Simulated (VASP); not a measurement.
# HC11 in VASP: single point with PBE+D3(BJ)

Aim: the single point of HC11 with PBE+D3(BJ).

All numbers are computed with VASP 6.6.1; they aren't measurements. Logs are shortened: lines on timing, memory, paths and dates and some standing lists are left out, and cuts for length are marked.

## (1) The cell of the first run

The cell holds a slab with vacuum, 12 atoms: a = 2.466 Å, b = 2.465 Å, c = 33.698 Å, α = 90.00°, β = 90.00°, γ = 120.01°.

## (2) Single point, PBE+D3(BJ)

INCAR

```
PREC     = Accurate       # precision mode
ENCUT    = 520            # plane-wave cutoff, eV
EDIFF    = 1E-6           # SCF threshold, eV
ISMEAR   = 0              # smearing method
SIGMA    = 0.1            # smearing width, eV
LREAL    = F              # projectors in reciprocal space
LASPH    = T              # aspherical terms in the spheres
NELM     = 100            # most SCF steps
ALGO     = Normal         # electronic algorithm
ISIF     = 2              # what is computed and relaxed
LWAVE    = F              # write WAVECAR
LCHARG   = F              # write CHGCAR
LDIPOL   = T            
IDIPOL   = 3            
DIPOL    = 0.5 0.5 0.505
GGA      = PE             # functional
IVDW     = 12             # dispersion correction
NBANDS   = 34             # bands
```

KPOINTS

```
regular mesh
0
Gamma
  12 12 1
```

POSCAR

```
HC11
1.0
    2.4655379961      0.0000000000      0.0000000000
   -1.2327689981      2.1341461166      0.0000000000
    0.0000000000      0.0000000000     33.6979673684
C H
11 1
Direct
    0.0833101797      0.1666203594      0.2522407333
    0.4166898203      0.8333796406      0.2522407333
    0.5833101797      0.1666203594      0.3531231674
    0.9166898203      0.8333796406      0.3531231674
   -0.0721395414     -0.1442790828      0.4535885531
    0.2612208438      0.5224416877      0.4535829023
    0.6054199513      0.2108399026      0.5535523942
    0.9387590097      0.8775180194      0.5535610247
   -0.0598134337     -0.1196268674      0.6536772821
    0.2734928667      0.5469857333      0.6536658834
    0.6128011934      1.2256023869      0.7461822179
    0.6128728968      1.2257457936      0.7794871516
```

Potentials or basis: VASP PAW PBE potentials, release 64 (C, H).

Run with:

```bash
$ cat potpaw_PBE.64/C/POTCAR potpaw_PBE.64/H/POTCAR > POTCAR
$ mpirun -np 1 vasp_std > vasp.out
```

OUTCAR:

```text
PREC = Accurate
   ENCUT = 520
   EDIFF = 1E-6
   ISMEAR = 0
   LREAL = F
   LASPH = T
   NELM = 100
   ISIF = 2
   GGA = PE
   IVDW = 12
 IVDW          = 12

 ion  position               nearest neighbor table
   1  0.083  0.167  0.252-   2 1.42   2 1.42   2 1.42
   2  0.417  0.833  0.252-   1 1.42   1 1.42   1 1.42
   3  0.583  0.167  0.353-   4 1.42   4 1.42   4 1.42
   4  0.917  0.833  0.353-   3 1.42   3 1.42   3 1.42
   5  0.928  0.856  0.454-   6 1.42   6 1.42   6 1.42
   6  0.261  0.522  0.454-   5 1.42   5 1.42   5 1.42
   7  0.605  0.211  0.554-   8 1.42   8 1.42   8 1.42
   8  0.939  0.878  0.554-   7 1.42   7 1.42   7 1.42
   9  0.940  0.880  0.654-  10 1.42  10 1.42  10 1.42
  10  0.273  0.547  0.654-   9 1.42   9 1.42   9 1.42
  11  0.613  0.226  0.746-  12 1.12
  12  0.613  0.226  0.779-  11 1.12

  Warning from LATTYP: Monoclinic adjustment (A1->A3, A2->A1, A3->A2)!
  LATTYP: Found a base centered orthorhombic cell.
 ALAT       =     2.4655379961
 B/A-ratio  =     1.7311808781
 C/A-ratio  =    13.6675919908

  Lattice vectors:

 A1 = (   1.2327689981,  -2.1341461166,   0.0000000000)
 A2 = (   1.2327689980,   2.1341461166,   0.0000000000)
 A3 = (   0.0000000000,   0.0000000000,  33.6979673684)

Analysis of symmetry for initial positions (statically):
=====================================================================
 Subroutine PRICEL returns:
 Original cell was already a primitive cell.

 Routine SETGRP: Setting up the symmetry group for a
 base centered orthorhombic supercell.

 Subroutine GETGRP returns: Found  2 space group operations
 (whereof  2 operations were pure point group operations)
 out of a pool of  8 trial point group operations.

The static configuration has the point symmetry C_1h.

Analysis of symmetry for dynamics (positions and initial velocities):
=====================================================================
 Subroutine PRICEL returns:
 Original cell was already a primitive cell.

 Routine SETGRP: Setting up the symmetry group for a
 base centered orthorhombic supercell.

 Subroutine GETGRP returns: Found  2 space group operations
 (whereof  2 operations were pure point group operations)
 out of a pool of  8 trial point group operations.

The dynamic configuration has the point symmetry C_1h.

 Subroutine INISYM returns: Found  2 space group operations
 (whereof  2 operations are pure point group operations),
 and found     1 'primitive' translations

----------------------------------------------------------------------------------------

                                     Primitive cell

  volume of cell :     177.3126

  direct lattice vectors                    reciprocal lattice vectors
     2.465537996  0.000000000  0.000000000     0.405590991  0.234285739  0.000000000
    -1.232768998  2.134146117  0.000000000     0.000000000  0.468571478  0.000000000
     0.000000000  0.000000000 33.697967368     0.000000000  0.000000000  0.029675380

  length of vectors
     2.465537996  2.464609310 33.697967368     0.468394983  0.468571478  0.029675380

  position of ions in fractional coordinates (direct lattice)
     0.083310180  0.166620359  0.252240733
     0.416689820  0.833379641  0.252240733
     0.583310180  0.166620359  0.353123167
     0.916689820  0.833379641  0.353123167
     0.927860459  0.855720917  0.453588553
     0.261220844  0.522441688  0.453582902
     0.605419951  0.210839903  0.553552394
     0.938759010  0.877518019  0.553561025
     0.940186566  0.880373133  0.653677282
     0.273492867  0.546985733  0.653665883
     0.612801193  0.225602387  0.746182218
     0.612872897  0.225745794  0.779487152

  ion indices of the primitive-cell ions
   primitive index   ion index
                 1           1
                 2           2
                 3           3
                 4           4
                 5           5
                 6           6
                 7           7
                 8           8
                 9           9
                10          10
                11          11
                12          12

----------------------------------------------------------------------------------------

 KPOINTS: regular mesh

Automatic generation of k-mesh.
 Grid dimensions read from file:
 generate k-points for:   12   12    1

 Generating k-lattice:

  Cartesian coordinates                     Fractional coordinates (reciprocal lattice)
     0.033799249  0.019523812  0.000000000     0.083333333  0.000000000  0.000000000
     0.000000000  0.039047623  0.000000000     0.000000000  0.083333333  0.000000000
     0.000000000  0.000000000  0.029675380     0.000000000  0.000000000  1.000000000

  Length of vectors
     0.039032915  0.039047623  0.029675380

  Shift w.r.t. Gamma in fractional coordinates (k-lattice)
     0.000000000  0.000000000  0.000000000

 Subroutine IBZKPT returns following result:
 ===========================================

 Found     43 irreducible k-points:

 Following reciprocal coordinates:
            Coordinates               Weight
  0.000000  0.000000  0.000000      1.000000
  0.083333  0.000000  0.000000      4.000000
  0.166667 -0.000000  0.000000      4.000000
  0.250000  0.000000  0.000000      4.000000
  0.333333 -0.000000  0.000000      4.000000
  0.416667  0.000000  0.000000      4.000000
[... 16 lines left out ...]
  0.333333  0.166667  0.000000      4.000000
  0.416667  0.166667  0.000000      4.000000
 [... further k-points ...]
   k-points           NKPTS =     43   k-points in BZ     NKDIM =     43   number of bands    NBANDS=     34
   number of dos      NEDOS =    301   number of ions     NIONS =     12
   total plane-waves  NPLWV =  81648
   dimension x,y,z NGX =    18 NGY =   18 NGZ =  252
   dimension x,y,z NGXF=    36 NGYF=   36 NGZF=  504
   ions per type =              11   1
   NGX,Y,Z   is equivalent  to a cutoff of  12.14, 12.14, 12.43 a.u.
   NGXF,Y,Z  is equivalent  to a cutoff of  24.27, 24.28, 24.86 a.u.
 SYSTEM =  unknown system
   PREC   = accura    normal or accurate (medium, high low for compatibility)
   ISTART =      0    job   : 0-new  1-cont  2-samecut
   ICHARG =      2    charge: 1-file 2-atom 10-const
   ISPIN  =      1    spin polarized calculation?
   LNONCOLLINEAR =      F non collinear calculations
   LSORBIT =      F    spin-orbit coupling
   LASPH  =      T    aspherical Exc in radial PAW
   ENCUT  =  520.0 eV  38.22 Ry    6.18 a.u.   4.58  4.58 62.66*2*pi/ulx,y,z
   NELM   =    100;   NELMIN=  2; NELMDL= -5     # of ELM steps
   EDIFF  = 0.1E-05   stopping-criterion for ELM
   LREAL  =      F    real-space projection
   EDIFFG = 0.1E-04   stopping-criterion for IOM
   NSW    =      0    number of steps for IOM
   IBRION =     -1    ionic relax: 0-MD 1-quasi-New 2-CG
   NFREE  =      0    steps in history (QN), initial steepest desc. (CG)
   ISIF   =      2    stress and relaxation
   ISYM   =      2    0-nonsym 1-usesym 2-fastsym
   POTIM  = 0.5000    time-step for ionic-motion
   TEBEG  =    0.0;   TEEND  =   0.0 temperature during run
   PSTRESS=    0.0 pullay stress
   NELECT =      45.0000    total number of electrons
   NUPDOWN=      -1.0000    fix difference up-down
   EMIN   =  10.00;   EMAX   =-10.00  energy-range for DOS
   EFERMI =   0.00;   METHOD = LEGACY
   ISMEAR =     0;   SIGMA  =   0.10  broadening in eV -4-tet -1-fermi 0-gaus
   EFERMI_NEDOS =   21; number of points for ismear=-14 and -15
   IALGO  =     38    algorithm
   IMIX   =      4    mixing-type and parameters
     AMIX     =   0.40;   BMIX     =  1.00
     AMIX_MAG =   1.60;   BMIX_MAG =  1.00
  volume/ion in A,a.u.               =      14.78        99.71
  Fermi-wavevector in a.u.,A,eV,Ry     =   1.036492  1.958685 14.616943  1.074315
  Thomas-Fermi vector in A             =   2.170885
   LORBIT       =      0    0 simple, 1 ext, 2 COOP (PROOUT), +10 PAW based schemes
   GGA     = PE    functional components
   LHFCALC =     F    Hartree Fock is set to
   AEXX    =    0.0000 exact exchange contribution
   IVDW    =    12    specifies the selected vdW correction
   LEPSILON=     F    determine dielectric tensor
   LRPA    =     F    only Hartree local field effects (RPA)
 non-spin polarized calculation
 Gauss-broadening in eV      SIGMA  =   0.10
  energy-cutoff  :      520.00
  volume of cell :      177.31
 maximum number of plane-waves:      4840
   NGX =  9   NGY =  9   NGZ =125

 dipolmoment           0.000000      0.000000      0.000403 electrons x Angstroem

 number of electron      44.9999993 magnetization

 dipolmoment           0.000000      0.000000     -0.003598 electrons x Angstroem

 Free energy of the ion-electron system (eV)
  ---------------------------------------------------
  ext. energy  EPLUGINS =         0.00000000
  ---------------------------------------------------
  free energy    TOTEN  =      -100.39436478 eV

  energy without entropy =     -100.38845710  energy(sigma->0) =     -100.39141094

 E-fermi :   0.5169     XC(G=0):  -6.3859

 val. band max:        0.5067257135   @ k =   0.0000   0.3333   0.0000
 cond. band min:       0.5402457787   @ k =   0.3333   0.3333   0.0000
 fundamental gap:      0.0335200652
 Fermi energy:         0.5169303888

 k-point     1 :       0.0000    0.0000    0.0000
  band No.  band energies     occupation
      1     -19.0834      2.00000
      2     -18.9926      2.00000
      3     -18.8982      2.00000
      4     -18.7758      2.00000
      5     -17.8761      2.00000
      6     -12.4900      2.00000
[... 26 lines left out ...]
     33       8.5461      0.00000
     34       8.8352      0.00000
[... 820 lines left out ...]
      4     -13.1355      2.00000
      5     -12.3069      2.00000
      6     -12.3019      2.00000
[... 26 lines left out ...]
     33      10.4383      0.00000
     34      10.5556      0.00000

 [... further k-points ...]

------------------------ aborting loop because EDIFF is reached ----------------------------------------

 vacuum level on the upper side and lower side of the slab       (xc-potential included)        -0.423        -0.278

 Edisp (eV)   -1.64612

 E8    (eV) :    -0.4703

  FORCE on cell =-STRESS in cart. coord.  units (eV):
  Direction    XX          YY          ZZ          XY          YZ          ZX
  --------------------------------------------------------------------------------------
  -------------------------------------------------------------------------------------
  Total      -2.55716    -2.38506    -0.06338     0.00000    -0.01978     0.00000
  in kB     -23.10620   -21.55115    -0.57273     0.00000    -0.17877     0.00000
  external pressure =      -15.08 kB  Pullay stress =        0.00 kB

 VOLUME and BASIS-vectors are now :
 -----------------------------------------------------------------------------
  energy-cutoff  :      520.00
  volume of cell :      177.31
      direct lattice vectors                 reciprocal lattice vectors
     2.465537996  0.000000000  0.000000000     0.405590991  0.234285739  0.000000000
    -1.232768998  2.134146117  0.000000000     0.000000000  0.468571478  0.000000000
     0.000000000  0.000000000 33.697967368     0.000000000  0.000000000  0.029675380

 POSITION                                       TOTAL-FORCE (eV/Angst)
 -----------------------------------------------------------------------------------
     -0.00000      0.35559      8.50000        -0.000000      0.002169      0.000264
     -0.00000      1.77855      8.50000         0.000000     -0.000842      0.002288
      1.23277      0.35559     11.89953         0.000000     -0.002854     -0.009802
      1.23277      1.77855     11.89953        -0.000000      0.003962      0.010378
      1.23277      1.82623     15.28501        -0.000000      0.001864     -0.000680
     -0.00000      1.11497     15.28482         0.000000     -0.002843     -0.001907
      1.23277      0.44996     18.65359         0.000000     -0.001741     -0.000817
      1.23277      1.87275     18.65388        -0.000000      0.000473     -0.000381
      1.23277      1.87884     22.02760         0.000000     -0.009274     -0.005753
      0.00000      1.16735     22.02721        -0.000000      0.009899      0.004336
      1.23277      0.48147     25.14482         0.000000     -0.000144     -0.037000
      1.23277      0.48177     26.26713         0.000000     -0.000668      0.039072
 -----------------------------------------------------------------------------------
    total drift:                                0.000008     -0.000805     -0.000493

  FREE ENERGIE OF THE ION-ELECTRON SYSTEM (eV)
  ---------------------------------------------------
  free  energy   TOTEN  =      -102.0404845471 eV

  energy  without entropy=     -102.0345768583  energy(sigma->0) =     -102.03753070

 vacuum level on the upper side and lower side of the slab         4.312         4.458
```

Wall time 7.9 min (1 thread of Intel Xeon 6975P-C (Granite Rapids), shared host); peak memory 0.38 GiB.

What came out:

- Free energy: -102.0405 eV
- Largest force: 0.039 eV/Å
- Band gap on the k mesh: zero (an odd number of electrons rules out a gap without spin polarisation)
- Dispersion energy per atom: -0.137 eV

Forces in eV/Å, atoms in the order of the input:
```
C    0.000  0.002  0.000
C    0.000 -0.001  0.002
C    0.000 -0.003 -0.010
C    0.000  0.004  0.010
C    0.000  0.002 -0.001
C    0.000 -0.003 -0.002
C    0.000 -0.002 -0.001
C    0.000  0.000  0.000
C    0.000 -0.009 -0.006
C    0.000  0.010  0.004
C    0.000  0.000 -0.037
H    0.000 -0.001  0.039
```
